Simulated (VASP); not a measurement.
Write the native input for VASP 6.6.1 that does the following.

```yaml
Task: single point
Functional: LDA
Potentials_or_basis: VASP PAW LDA potentials, release 64 (Mg_sv, Zn, O)
Cutoff: 750 eV
k_mesh: 12 × 12 × 4
Occupations: gaussian, width 0.01 eV
Spin: no spin polarisation
Hubbard_terms: Zn d U = 4.0 eV
Dipole_correction: no
Mended: yes
Further_INCAR_settings: ALGO = Normal; EDIFF = 1e-06; NBANDS = 34
```

The structure of Mg2ZnO3 lies in POSCAR:

```
Mg2ZnO3
1.0
    3.0330000000      0.0000000000      0.0000000000
   -1.5165000000      2.6266500000      0.0000000000
    0.0000000000      0.0000000000      7.4033200000
Mg Zn O
2 1 3
Direct
    0.3333333333      0.6666666667      0.6658000000
    0.6666666667      0.3333333333      0.3342000000
    0.0000000000      0.0000000000      0.0000000000
    0.3333333333      0.6666666667      0.1726200000
    0.6666666667      0.3333333333      0.8273800000
    0.0000000000      0.0000000000      0.5000000000
```

One way to write it, as run:

INCAR

```
PREC     = Accurate       # precision mode
ENCUT    = 750            # plane-wave cutoff, eV
EDIFF    = 1E-6           # SCF threshold, eV
ISMEAR   = 0              # smearing method
SIGMA    = 0.01           # smearing width, eV
LREAL    = False          # projectors in reciprocal space
LASPH    = True           # aspherical terms in the spheres
NELM     = 200            # most SCF steps
ALGO     = Normal         # electronic algorithm
ISIF     = 2              # what is computed and relaxed
LWAVE    = False          # write WAVECAR
LCHARG   = True           # write CHGCAR
LDAU     = True           # DFT+U
LDAUTYPE = 2            
LDAUL    = -1 2 -1        # shell
LDAUU    = 0 4 0          # U, eV
LDAUJ    = 0 0 0        
LDAUPRINT= 1            
LELF     = True           # ELF
LVHAR    = True         
NBANDS   = 34             # bands
GGA_COMPAT= False
```

KPOINTS

```
regular mesh
0
Gamma
  12 12 4
```

Potentials or basis: VASP PAW LDA potentials, release 64 (Mg_sv, Zn, O).

Command:

```bash
$ cat potpaw_LDA.64/Mg_sv/POTCAR potpaw_LDA.64/Zn/POTCAR potpaw_LDA.64/O/POTCAR > POTCAR
$ mpirun -np 1 vasp_std > vasp.out
```

It gave:

```
Pressure               : -14.1 GPa
Largest force          : 0.520 eV/Å
Band gap on the k mesh : 3.06 eV (least direct gap 3.19 eV)
```

Caveat: the cell stands under tension.

It took 3.3 min on 1 thread of Intel(R) Xeon(R) Platinum 8259CL CPU @ 2.50GHz (Skylake/Cascade Lake), with other jobs on the host, peak memory 0.33 GiB.
